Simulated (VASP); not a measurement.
# Pb (Fm-3m) in VASP: settings compared, part 2 of 2

VASP 6.6.1. Earlier steps stand in the parts before.

## (4) Single point, PBE0

POSCAR reads:

```
Pb
1.0
    0.0000000000      2.4750200000      2.4750200000
    2.4750200000      0.0000000000      2.4750200000
    2.4750200000      2.4750200000      0.0000000000
Pb
1
Direct
    0.0000000000      0.0000000000      0.0000000000
```

INCAR.step1 reads:

```
SYSTEM = Pb
PREC = Accurate
ENCUT = 520
EDIFF = 1E-5
ISMEAR = -1
SIGMA = 0.05
LREAL = .FALSE.
LASPH = .TRUE.
NELM = 60
ALGO = Normal
ISIF = 2
LWAVE = .TRUE.
LCHARG = .FALSE.
NBANDS = 13
GGA = PE
```

INCAR.step2 reads:

```
SYSTEM = Pb
PREC = Accurate
ENCUT = 520
EDIFF = 1E-7
ISMEAR = -1
SIGMA = 0.05
LREAL = .FALSE.
LASPH = .TRUE.
NELM = 60
ALGO = Normal
ISIF = 2
LWAVE = .FALSE.
LCHARG = .FALSE.
GGA = PE
LHFCALC = .TRUE.
AEXX = 0.25
PRECFOCK = Normal
NBANDS = 13
ISTART = 1
```

KPOINTS reads:

```
regular mesh
0
G
  5 5 5
  0 0 0
```

Potentials or basis: VASP PAW PBE potentials, release 64 (Pb_d).

Launch:

```sh
$ cat potpaw_PBE.64/Pb_d/POTCAR > POTCAR
$ cp INCAR.step1 INCAR
$ mpirun -np 1 vasp_std > vasp.out
$ cp INCAR.step2 INCAR
$ mpirun -np 1 vasp_std > vasp.out
```

OUTCAR:

```text
SYSTEM = Pb
   PREC = Accurate
   ENCUT = 520
   EDIFF = 1E-7
   ISMEAR = -1
   LREAL = .FALSE.
   LASPH = .TRUE.
   NELM = 60
   ISIF = 2
   GGA = PE
   LHFCALC = .TRUE.
   AEXX = 0.25
   PRECFOCK = Normal
   ISTART = 1

 ion  position               nearest neighbor table
   1  0.000  0.000  0.000-

  LATTYP: Found a face centered cubic cell.
 ALAT       =     4.9500400000

  Lattice vectors:

 A1 = (   0.0000000000,   2.4750200000,   2.4750200000)
 A2 = (   2.4750200000,   0.0000000000,   2.4750200000)
 A3 = (   2.4750200000,   2.4750200000,   0.0000000000)

Analysis of symmetry for initial positions (statically):
=====================================================================
 Subroutine PRICEL returns:
 Original cell was already a primitive cell.

 Routine SETGRP: Setting up the symmetry group for a
 face centered cubic supercell.

 Subroutine GETGRP returns: Found 48 space group operations
 (whereof 48 operations were pure point group operations)
 out of a pool of 48 trial point group operations.

The static configuration has the point symmetry O_h .

Analysis of symmetry for dynamics (positions and initial velocities):
=====================================================================
 Subroutine PRICEL returns:
 Original cell was already a primitive cell.

 Routine SETGRP: Setting up the symmetry group for a
 face centered cubic supercell.

 Subroutine GETGRP returns: Found 48 space group operations
 (whereof 48 operations were pure point group operations)
 out of a pool of 48 trial point group operations.

The dynamic configuration has the point symmetry O_h .

 Subroutine INISYM returns: Found 48 space group operations
 (whereof 48 operations are pure point group operations),
 and found     1 'primitive' translations

----------------------------------------------------------------------------------------

                                     Primitive cell

  volume of cell :      30.3226

  direct lattice vectors                    reciprocal lattice vectors
     0.000000000  2.475020000  2.475020000    -0.202018570  0.202018570  0.202018570
     2.475020000  0.000000000  2.475020000     0.202018570 -0.202018570  0.202018570
     2.475020000  2.475020000  0.000000000     0.202018570  0.202018570 -0.202018570

  length of vectors
     3.500206851  3.500206851  3.500206851     0.349906427  0.349906427  0.349906427

  position of ions in fractional coordinates (direct lattice)
     0.000000000  0.000000000  0.000000000

  ion indices of the primitive-cell ions
   primitive index   ion index
                 1           1

----------------------------------------------------------------------------------------

 KPOINTS: regular mesh

Automatic generation of k-mesh.
 Grid dimensions read from file:
 generate k-points for:    5    5    5

 Generating k-lattice:
[... 28 lines left out ...]
 -0.400000  0.400000  0.200000     24.000000
   k-points           NKPTS =     10   k-points in BZ     NKDIM =    125   number of bands    NBANDS=     13
   number of dos      NEDOS =    301   number of ions     NIONS =      1
   total plane-waves  NPLWV =  21952
   dimension x,y,z NGX =    28 NGY =   28 NGZ =   28
   dimension x,y,z NGXF=    56 NGYF=   56 NGZF=   56
   ions per type =               1
   NGX,Y,Z   is equivalent  to a cutoff of  13.30, 13.30, 13.30 a.u.
   NGXF,Y,Z  is equivalent  to a cutoff of  26.60, 26.60, 26.60 a.u.
 SYSTEM =  Pb
   PREC   = accura    normal or accurate (medium, high low for compatibility)
   ISTART =      1    job   : 0-new  1-cont  2-samecut
   ICHARG =      0    charge: 1-file 2-atom 10-const
   ISPIN  =      1    spin polarized calculation?
   LNONCOLLINEAR =      F non collinear calculations
   LSORBIT =      F    spin-orbit coupling
   LASPH  =      T    aspherical Exc in radial PAW
   ENCUT  =  520.0 eV  38.22 Ry    6.18 a.u.   6.51  6.51  6.51*2*pi/ulx,y,z
   NELM   =     60;   NELMIN=  2; NELMDL=  0     # of ELM steps
   EDIFF  = 0.1E-06   stopping-criterion for ELM
   LREAL  =      F    real-space projection
   EDIFFG = 0.1E-05   stopping-criterion for IOM
   NSW    =      0    number of steps for IOM
   IBRION =     -1    ionic relax: 0-MD 1-quasi-New 2-CG
   NFREE  =      0    steps in history (QN), initial steepest desc. (CG)
   ISIF   =      2    stress and relaxation
   ISYM   =      3    0-nonsym 1-usesym 2-fastsym
   POTIM  = 0.5000    time-step for ionic-motion
   TEBEG  =    0.0;   TEEND  =   0.0 temperature during run
   PSTRESS=    0.0 pullay stress
   NELECT =      14.0000    total number of electrons
   NUPDOWN=      -1.0000    fix difference up-down
   EMIN   =  10.00;   EMAX   =-10.00  energy-range for DOS
   EFERMI =   0.00;   METHOD = LEGACY
   ISMEAR =    -1;   SIGMA  =   0.05  broadening in eV -4-tet -1-fermi 0-gaus
   EFERMI_NEDOS =   21; number of points for ismear=-14 and -15
   IALGO  =     38    algorithm
   IMIX   =      1    mixing-type and parameters
     AMIX     =   0.40;   BMIX     =  1.00
     AMIX_MAG =   1.60;   BMIX_MAG =  1.00
  volume/ion in A,a.u.               =      30.32       204.63
  Fermi-wavevector in a.u.,A,eV,Ry     =   1.265306  2.391081 21.782907  1.600999
  Thomas-Fermi vector in A             =   2.398566
   LORBIT       =      0    0 simple, 1 ext, 2 COOP (PROOUT), +10 PAW based schemes
   GGA     = PE    functional components
   LHFCALC =     T    Hartree Fock is set to
   PRECFOCK=normal    Normal, Fast or Accurate (Low or Medium for compatibility)
   ENCUT4O =  -1.0   cutoff for four orbital integrals eV
   NKREDX  =     1    reduce k-point grid by
   NKREDY  =     1    reduce k-point grid by
   NKREDZ  =     1    reduce k-point grid by
   AEXX    =    0.2500 exact exchange contribution
   HFSCREEN=    0.0000 screening length (either q_TF or 0.3 A-1)
   HFSCREENC=   0.0000 screening length for correlation (either q_TF or 0.3 A-1)
   ENCUTFOCK=  -1.0 apply spherical cutoff to Coloumb kernel
   IVDW    =     0    specifies the selected vdW correction
   LEPSILON=     F    determine dielectric tensor
   LRPA    =     F    only Hartree local field effects (RPA)
 non-spin polarized calculation
  energy-cutoff  :      520.00
  volume of cell :       30.32
 maximum number of plane-waves:       869
 NGX is ok and might be reduce to    28
  NGX = 20; NGY = 20; NGZ = 20

 number of electron      13.9999999 magnetization

 Free energy of the ion-electron system (eV)
  ---------------------------------------------------
  ext. energy  EPLUGINS =         0.00000000
  ---------------------------------------------------
  free energy    TOTEN  =        -4.53564482 eV

  energy without entropy =       -4.52294145  energy(sigma->0) =       -4.52929314

 E-fermi :   6.7718     XC(G=0):  -8.0521

 val. band max:        6.7462566162   @ k =  -0.4000   0.4000   0.2000
 cond. band min:       7.8123585588   @ k =  -0.2000   0.2000   0.0000
 fundamental gap:      1.0661019427
 Fermi energy:         6.7717991696

 k-point     1 :       0.0000    0.0000    0.0000
  band No.  band energies     occupation
      1     -12.2268      2.00000
      2     -12.2268      2.00000
      3     -12.2268      2.00000
      4     -12.0781      2.00000
      5     -12.0781      2.00000
      6      -6.3183      2.00000
      7      15.8017      0.00000
      8      15.8017      0.00000
      9      15.8017      0.00000
     10      18.0692      0.00000
     11      19.7194      0.00000
     12      20.8159      0.00000
     13      20.8159      0.00000
[... 130 lines left out ...]
  band No.  band energies     occupation
      1     -12.2344      2.00000
      2     -12.2214      2.00000
      3     -12.1055      2.00000
      4     -12.0062      2.00000
      5     -11.9401      2.00000
      6      -1.1980      2.00000
      7       4.8268      2.00000
      8       6.7463      1.25001
      9       9.2759      0.00000
     10      18.0713      0.00000
     11      19.1531      0.00000
     12      20.6573      0.00000
     13      24.6403      0.00000

------------------------ aborting loop because EDIFF is reached ----------------------------------------

  FORCE on cell =-STRESS in cart. coord.  units (eV):
  Direction    XX          YY          ZZ          XY          YZ          ZX
  --------------------------------------------------------------------------------------
  -------------------------------------------------------------------------------------
  Total        0.0457438      0.0457438      0.0457438      0.0000000     -0.0000000     -0.0000000
  in kB        2.4170020      2.4170020      2.4170020      0.0000000     -0.0000000     -0.0000000
  external PRESSURE =       2.4170020 kB  Pullay stress =       0.0000000 kB

 VOLUME and BASIS-vectors are now :
 -----------------------------------------------------------------------------
  energy-cutoff  :      520.00
  volume of cell :       30.32
      direct lattice vectors                 reciprocal lattice vectors
     0.000000000  2.475020000  2.475020000    -0.202018570  0.202018570  0.202018570
     2.475020000  0.000000000  2.475020000     0.202018570 -0.202018570  0.202018570
     2.475020000  2.475020000  0.000000000     0.202018570  0.202018570 -0.202018570

 POSITION                                       TOTAL-FORCE (eV/Angst)
 -----------------------------------------------------------------------------------
      0.00000      0.00000      0.00000         0.000000      0.000000      0.000000
 -----------------------------------------------------------------------------------
    total drift:                               -0.000000     -0.000000      0.000000

  FREE ENERGIE OF THE ION-ELECTRON SYSTEM (eV)
  ---------------------------------------------------
  free  energy   TOTEN  =        -4.5356448218 eV

  energy  without entropy=       -4.5229414531  energy(sigma->0) =       -4.52929314
```

OUTCAR.step1:

```text
SYSTEM = Pb
   PREC = Accurate
   ENCUT = 520
   EDIFF = 1E-5
   ISMEAR = -1
   LREAL = .FALSE.
[... 361 lines left out ...]
 -----------------------------------------------------------------------------------
      0.00000      0.00000      0.00000         0.000000      0.000000      0.000000
 -----------------------------------------------------------------------------------
    total drift:                               -0.000000     -0.000000     -0.000000

  FREE ENERGIE OF THE ION-ELECTRON SYSTEM (eV)
  ---------------------------------------------------
  free  energy   TOTEN  =        -3.5235369225 eV

  energy  without entropy=       -3.5106856237  energy(sigma->0) =       -3.51711127
```

OSZICAR.step1:

```text
N       E                     dE             d eps       ncg     rms          rms(c)
DAV:   1     0.108319415807E+03    0.10832E+03   -0.71837E+03   260   0.124E+03
DAV:   2     0.141807577326E+01   -0.10690E+03   -0.10423E+03   260   0.310E+02
DAV:   3    -0.341964101305E+01   -0.48377E+01   -0.48208E+01   343   0.731E+01
DAV:   4    -0.353084822596E+01   -0.11121E+00   -0.11119E+00   323   0.113E+01
DAV:   5    -0.353590248822E+01   -0.50543E-02   -0.50542E-02   347   0.227E+00    0.541E-01
DAV:   6    -0.352593738301E+01    0.99651E-02   -0.13706E-02   345   0.208E+00    0.272E-01
DAV:   7    -0.352359551384E+01    0.23419E-02   -0.61646E-03   335   0.129E+00    0.943E-02
DAV:   8    -0.352353857158E+01    0.56942E-04   -0.44625E-04   377   0.332E-01    0.995E-03
DAV:   9    -0.352353692246E+01    0.16491E-05   -0.82165E-06   225   0.541E-02
   1 F= -.35235369E+01 E0= -.35171113E+01  d E =-.128513E-01
```

Run time: 21 min. Hardware: 1 thread of AMD EPYC 7R13, shared host; peak memory 0.17 GiB.

Results:

| Item | Value |
| --- | --- |
| Free energy | -4.5356 eV |
| Pressure | 0.2 GPa |
| Band gap on the k mesh | zero (bands 7 and 8 overlap by 9.60 eV) |

Caveat: the k points lie up to 0.44 Å⁻¹ apart, too coarse for converged energies and pressures of a metal; the PAW data sets were made with another functional, which shifts forces and pressure a little; spin-orbit coupling is left out, which moves the levels of the heavy elements.

## (5) Overview

| level | cell | gap on the mesh (eV) | pressure (GPa) |
| --- | --- | --- | --- |
| r2SCAN0 | a = 3.500 Å, angles 60.0°, 1 atom | none | -0.3 |
| r2SCAN0 | a = 3.523 Å, angles 60.0°, 1 atom | none | -1.2 |
| PBE0 | a = 3.500 Å, angles 60.0°, 1 atom | none | 0.2 |

Alike in all rows: task single point; potentials or basis VASP PAW PBE potentials, release 64 (Pb_d); no spin polarisation; k mesh 5 × 5 × 5; cutoff (eV) 520; smearing fermi-dirac 0.05 eV.

Caveats: all runs use coarse meshes; the PAW data sets were made with another functional, which shifts forces and pressure a little; spin-orbit coupling is left out, which moves the levels of the heavy elements.

Total energies depend on the potentials used, so only differences within one code and one set of settings carry meaning.

The gap in the log of VASP goes by the Fermi energy; the results here count the filled bands.